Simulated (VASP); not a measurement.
# ZnS (P1) in VASP: single point with r2SCAN

Aim: the single point of ZnS with r2SCAN.

Everything below comes from runs of VASP 6.6.1. Logs are shortened: lines on timing, memory, paths and dates and some standing lists are left out, and cuts for length are marked.

### 1 The cell of the first run

The typed cell holds 4 atoms: a = 3.707 Å, b = 3.793 Å, c = 6.090 Å, α = 69.04°, β = 94.03°, γ = 110.29°.

### 2 Single point, r2SCAN

The input, POSCAR:

```
ZnS
1.0
    3.6901450072      0.3103239530     -0.1608528877
   -1.5763240769      3.3830411594      0.6750787425
   -0.2639133103      1.1265874329      5.9795023806
Zn S
2 2
Direct
    0.3353964788      0.6677670267      0.0054778529
    0.6677116884      0.3339443652      0.5079046037
    0.3301469859      0.6610816675      0.3771993599
    0.6667448469      0.3372069405      0.8794181835
```

The input, INCAR.step1:

```
SYSTEM = ZnS
PREC = Accurate
ENCUT = 520
ISMEAR = 0
SIGMA = 0.05
LREAL = .False.
LASPH = .True.
NELM = 80
NBANDS = 26
GGA = PE
ALGO = Normal
EDIFF = 1E-4
LWAVE = .True.
LCHARG = .False.
```

The input, INCAR.step2:

```
SYSTEM = ZnS
PREC = Accurate
ENCUT = 520
EDIFF = 1E-7
ISMEAR = 0
SIGMA = 0.05
LREAL = .False.
LASPH = .True.
NELM = 80
ALGO = Normal
ISIF = 2
LWAVE = .False.
LCHARG = .True.
METAGGA = R2SCAN
LMIXTAU = .True.
LELF = .True.
LVHAR = .True.
NBANDS = 26
ISTART = 1
```

The input, KPOINTS:

```
Automatic mesh
0
Gamma
  6 6 4
  0 0 0
```

Potentials or basis: VASP PAW PBE potentials, release 64 (Zn, S).

The run is started by

```console
cat potpaw_PBE.64/Zn/POTCAR potpaw_PBE.64/S/POTCAR > POTCAR
cp INCAR.step1 INCAR
mpirun -np 1 vasp_std > vasp.out
cp INCAR.step2 INCAR
mpirun -np 1 vasp_std > vasp.out
```

OUTCAR:

```text
SYSTEM = ZnS
   PREC = Accurate
   ENCUT = 520
   EDIFF = 1E-7
   ISMEAR = 0
   LREAL = .False.
   LASPH = .True.
   NELM = 80
   ISIF = 2
   METAGGA = R2SCAN
   ISTART = 1

 ion  position               nearest neighbor table
   1  0.335  0.668  0.005-   3 2.26   4 2.26   4 2.36   4 2.56
   2  0.668  0.334  0.508-   3 1.99   4 2.27   3 2.38   3 2.79
   3  0.330  0.661  0.377-   2 1.99   1 2.26   2 2.38   2 2.79
   4  0.667  0.337  0.879-   1 2.26   2 2.27   1 2.36   1 2.56

  LATTYP: Found a triclinic cell.
 ALAT       =     7.8472623077
 B/A-ratio  =     1.5098786870
 C/A-ratio  =     0.7842676144
 COS(alpha) =     0.0028414958
 COS(beta)  =     0.5936906960
 COS(gamma) =     0.7956733405

  Lattice vectors:

 A1 = (  -2.8887348435,   5.6394948859,  -4.6293448956)
 A2 = (   1.0653234740,   4.8232314060, -10.7697001639)
 A3 = (  -5.2664690841,   3.0727172064,   0.8359316302)

Analysis of symmetry for initial positions (statically):
=====================================================================
 Subroutine PRICEL returns:
 Original cell was already a primitive cell.

 Routine SETGRP: Setting up the symmetry group for a
 triclinic supercell.

 Subroutine GETGRP returns: Found  1 space group operations
 (whereof  1 operations were pure point group operations)
 out of a pool of  2 trial point group operations.

The static configuration has the point symmetry C_1 .

Analysis of symmetry for dynamics (positions and initial velocities):
=====================================================================
 Subroutine PRICEL returns:
 Original cell was already a primitive cell.

 Routine SETGRP: Setting up the symmetry group for a
 triclinic supercell.

 Subroutine GETGRP returns: Found  1 space group operations
 (whereof  1 operations were pure point group operations)
 out of a pool of  2 trial point group operations.

The dynamic configuration has the point symmetry C_1 .

 Subroutine INISYM returns: Found  1 space group operations
 (whereof  1 operations are pure point group operations),
 and found     1 'primitive' translations

----------------------------------------------------------------------------------------

                                     Primitive cell

  volume of cell :      74.8528

  direct lattice vectors                    reciprocal lattice vectors
     3.690145007  0.310323953 -0.160852888     0.260088527  0.123542007 -0.011796976
    -1.576324077  3.383041159  0.675078742    -0.027210690  0.294214311 -0.056633376
    -0.263913310  1.126587433  5.979502381     0.010068622 -0.029893079  0.173314491

  length of vectors
     3.706662216  3.792821692  6.090426767     0.288180218  0.300848503  0.176161534

  position of ions in fractional coordinates (direct lattice)
     0.335396479  0.667767027  0.005477853
     0.667711688  0.333944365  0.507904604
     0.330146986  0.661081667  0.377199360
     0.666744847  0.337206941  0.879418183

  ion indices of the primitive-cell ions
   primitive index   ion index
                 1           1
                 2           2
                 3           3
                 4           4

----------------------------------------------------------------------------------------

 KPOINTS: Automatic mesh

Automatic generation of k-mesh.
 Grid dimensions read from file:
 generate k-points for:    6    6    4

 Generating k-lattice:

  Cartesian coordinates                     Fractional coordinates (reciprocal lattice)
     0.043348088  0.020590335 -0.001966163     0.166666667  0.000000000  0.000000000
    -0.004535115  0.049035718 -0.009438896    -0.000000000  0.166666667 -0.000000000
     0.002517155 -0.007473270  0.043328623     0.000000000 -0.000000000  0.250000000

  Length of vectors
     0.048030036  0.050141417  0.044040384

  Shift w.r.t. Gamma in fractional coordinates (k-lattice)
     0.000000000  0.000000000  0.000000000

 Subroutine IBZKPT returns following result:
 ===========================================

 Found     76 irreducible k-points:

 Following reciprocal coordinates:
            Coordinates               Weight
  0.000000  0.000000  0.000000      1.000000
  0.166667  0.000000  0.000000      2.000000
  0.333333  0.000000  0.000000      2.000000
  0.500000 -0.000000  0.000000      1.000000
  0.000000  0.166667  0.000000      2.000000
  0.166667  0.166667  0.000000      2.000000
[... 16 lines left out ...]
  0.333333 -0.000000  0.250000      2.000000
  0.500000  0.000000  0.250000      2.000000
 [... further k-points ...]
   k-points           NKPTS =     76   k-points in BZ     NKDIM =     76   number of bands    NBANDS=     26
   number of dos      NEDOS =    301   number of ions     NIONS =      4
   total plane-waves  NPLWV =  37632
   dimension x,y,z NGX =    28 NGY =   28 NGZ =   48
   dimension x,y,z NGXF=    56 NGYF=   56 NGZF=   96
   ions per type =               2   2
   NGX,Y,Z   is equivalent  to a cutoff of  12.56, 12.27, 13.10 a.u.
   NGXF,Y,Z  is equivalent  to a cutoff of  25.12, 24.55, 26.20 a.u.
 SYSTEM =  ZnS
   PREC   = accura    normal or accurate (medium, high low for compatibility)
   ISTART =      1    job   : 0-new  1-cont  2-samecut
   ICHARG =      0    charge: 1-file 2-atom 10-const
   ISPIN  =      1    spin polarized calculation?
   LNONCOLLINEAR =      F non collinear calculations
   LSORBIT =      F    spin-orbit coupling
   LASPH  =      T    aspherical Exc in radial PAW
   ENCUT  =  520.0 eV  38.22 Ry    6.18 a.u.   6.89  7.05 11.32*2*pi/ulx,y,z
   NELM   =     80;   NELMIN=  2; NELMDL=  0     # of ELM steps
   EDIFF  = 0.1E-06   stopping-criterion for ELM
   LREAL  =      F    real-space projection
   EDIFFG = 0.1E-05   stopping-criterion for IOM
   NSW    =      0    number of steps for IOM
   IBRION =     -1    ionic relax: 0-MD 1-quasi-New 2-CG
   NFREE  =      0    steps in history (QN), initial steepest desc. (CG)
   ISIF   =      2    stress and relaxation
   ISYM   =      2    0-nonsym 1-usesym 2-fastsym
   POTIM  = 0.5000    time-step for ionic-motion
   TEBEG  =    0.0;   TEEND  =   0.0 temperature during run
   PSTRESS=    0.0 pullay stress
   NELECT =      36.0000    total number of electrons
   NUPDOWN=      -1.0000    fix difference up-down
   EMIN   =  10.00;   EMAX   =-10.00  energy-range for DOS
   EFERMI =   0.00;   METHOD = LEGACY
   ISMEAR =     0;   SIGMA  =   0.05  broadening in eV -4-tet -1-fermi 0-gaus
   EFERMI_NEDOS =   21; number of points for ismear=-14 and -15
   IALGO  =     38    algorithm
   IMIX   =      4    mixing-type and parameters
     AMIX     =   0.40;   BMIX     =  1.00
     AMIX_MAG =   1.60;   BMIX_MAG =  1.00
  volume/ion in A,a.u.               =      18.71       126.28
  Fermi-wavevector in a.u.,A,eV,Ry     =   1.282644  2.423846 22.383982  1.645176
  Thomas-Fermi vector in A             =   2.414944
   LORBIT       =      0    0 simple, 1 ext, 2 COOP (PROOUT), +10 PAW based schemes
   METAGGA = R2SCAN    functional components
   LHFCALC =     F    Hartree Fock is set to
   AEXX    =    0.0000 exact exchange contribution
   IVDW    =     0    specifies the selected vdW correction
   LEPSILON=     F    determine dielectric tensor
   LRPA    =     F    only Hartree local field effects (RPA)
 non-spin polarized calculation
 Gauss-broadening in eV      SIGMA  =   0.05
  energy-cutoff  :      520.00
  volume of cell :       74.85
 maximum number of plane-waves:      2030
   NGX = 13   NGY = 15   NGZ = 23

 number of electron      35.9999989 magnetization

 Free energy of the ion-electron system (eV)
  ---------------------------------------------------
  ext. energy  EPLUGINS =         0.00000000
  ---------------------------------------------------
  free energy    TOTEN  =       -35.80398343 eV

  energy without entropy =      -35.80398343  energy(sigma->0) =      -35.80398343

 E-fermi :   3.4845     XC(G=0): -10.5626

 val. band max:        3.2289252832   @ k =   0.0000   0.0000   0.0000
 cond. band min:       4.2658038584   @ k =   0.0000   0.0000   0.0000
 fundamental gap:      1.0368785752
 Fermi energy:         3.4844770407

 k-point     1 :       0.0000    0.0000    0.0000
  band No.  band energies     occupation
      1     -11.7953      2.00000
      2     -10.2714      2.00000
      3      -4.8097      2.00000
      4      -4.5923      2.00000
      5      -4.5267      2.00000
      6      -4.3217      2.00000
[... 18 lines left out ...]
     25      11.2733      0.00000
     26      12.1470      0.00000

 k-point     2 :       0.1667    0.0000    0.0000
  band No.  band energies     occupation
      1     -11.6314      2.00000
      2     -10.2075      2.00000
      3      -4.8037      2.00000
      4      -4.5521      2.00000
      5      -4.4923      2.00000
      6      -4.3181      2.00000
[... 18 lines left out ...]
     25      11.5526      0.00000
     26      11.8128      0.00000

 k-point     3 :       0.3333    0.0000    0.0000
  band No.  band energies     occupation
      1     -11.2473      2.00000
      2     -10.1031      2.00000
      3      -4.7434      2.00000
      4      -4.5551      2.00000
      5      -4.3796      2.00000
      6      -4.3202      2.00000
[... 18 lines left out ...]
     25      12.2003      0.00000
     26      12.8375      0.00000

 k-point     4 :       0.5000   -0.0000    0.0000
  band No.  band energies     occupation
      1     -11.0084      2.00000
      2     -10.0790      2.00000
      3      -4.6709      2.00000
      4      -4.5511      2.00000
      5      -4.3663      2.00000
      6      -4.2964      2.00000
[... 18 lines left out ...]
     25      12.4120      0.00000
     26      13.2488      0.00000
[... 496 lines left out ...]
      1     -11.4959      2.00000
      2     -10.4070      2.00000
      3      -4.8300      2.00000
      4      -4.6076      2.00000
      5      -4.5093      2.00000
      6      -4.3651      2.00000
[... 18 lines left out ...]
     25      11.1610      0.00000
     26      12.0941      0.00000

 k-point    23 :       0.3333   -0.0000    0.2500
  band No.  band energies     occupation
      1     -11.1487      2.00000
      2     -10.2240      2.00000
      3      -4.7855      2.00000
      4      -4.5560      2.00000
      5      -4.4152      2.00000
      6      -4.3445      2.00000
[... 18 lines left out ...]
     25      12.7514      0.00000
     26      13.1883      0.00000

 k-point    24 :       0.5000    0.0000    0.2500
  band No.  band energies     occupation
      1     -10.9104      2.00000
      2     -10.1838      2.00000
      3      -4.7382      2.00000
      4      -4.5336      2.00000
      5      -4.4131      2.00000
      6      -4.2889      2.00000
[... 18 lines left out ...]
     25      12.4125      0.00000
     26      13.4743      0.00000

 [... further k-points ...]

------------------------ aborting loop because EDIFF is reached ----------------------------------------

  FORCE on cell =-STRESS in cart. coord.  units (eV):
  Direction    XX          YY          ZZ          XY          YZ          ZX
  --------------------------------------------------------------------------------------
  -------------------------------------------------------------------------------------
  Total        6.1593429     -0.0403139      6.5255807     -4.3845728     -5.2601881      2.5576445
  in kB      131.8367913     -0.8628928    139.6758768    -93.8489734   -112.5909592     54.7447425
  external PRESSURE =      90.2165918 kB  Pullay stress =       0.0000000 kB

 VOLUME and BASIS-vectors are now :
 -----------------------------------------------------------------------------
  energy-cutoff  :      520.00
  volume of cell :       74.85
      direct lattice vectors                 reciprocal lattice vectors
     3.690145007  0.310323953 -0.160852888     0.260088527  0.123542007 -0.011796976
    -1.576324077  3.383041159  0.675078742    -0.027210690  0.294214311 -0.056633376
    -0.263913310  1.126587433  5.979502381     0.010068622 -0.029893079  0.173314491

 POSITION                                       TOTAL-FORCE (eV/Angst)
 -----------------------------------------------------------------------------------
      0.18360      2.36934      0.42960        -0.265614     -0.951426     -0.483966
      1.80351      1.90915      3.15505         3.596017     -1.391473      0.528304
      0.07666      2.76387      2.64864        -4.103238      1.039092     -0.781405
      1.69675      2.33843      5.37888         0.772835      1.303807      0.737067
 -----------------------------------------------------------------------------------
    total drift:                               -0.023594     -0.008518     -0.020511

  FREE ENERGIE OF THE ION-ELECTRON SYSTEM (eV)
  ---------------------------------------------------
  free  energy   TOTEN  =       -35.8039834310 eV

  energy  without entropy=      -35.8039834310  energy(sigma->0) =      -35.80398343
```

Run time: 4.4 min. Hardware: 1 thread of AMD EPYC 9R45 (Zen 5), shared host; peak memory 0.24 GiB.

Results:

* Free energy: -35.8040 eV
* Pressure: 9.0 GPa
* Largest force: 4.304 eV/Å
* Band gap on the k mesh: 1.04 eV

Forces on the atoms (eV/Å):
```
Zn  -0.266 -0.951 -0.484
Zn   3.596 -1.391  0.528
S   -4.103  1.039 -0.781
S    0.773  1.304  0.737
```

Stress tensor (GPa, compression positive):
```
 13.18  -9.38   5.47
 -9.38  -0.09 -11.26
  5.47 -11.26  13.97
```

Caveat: the cell stands under pressure; the PAW data sets were made with another functional, which shifts forces and pressure a little.
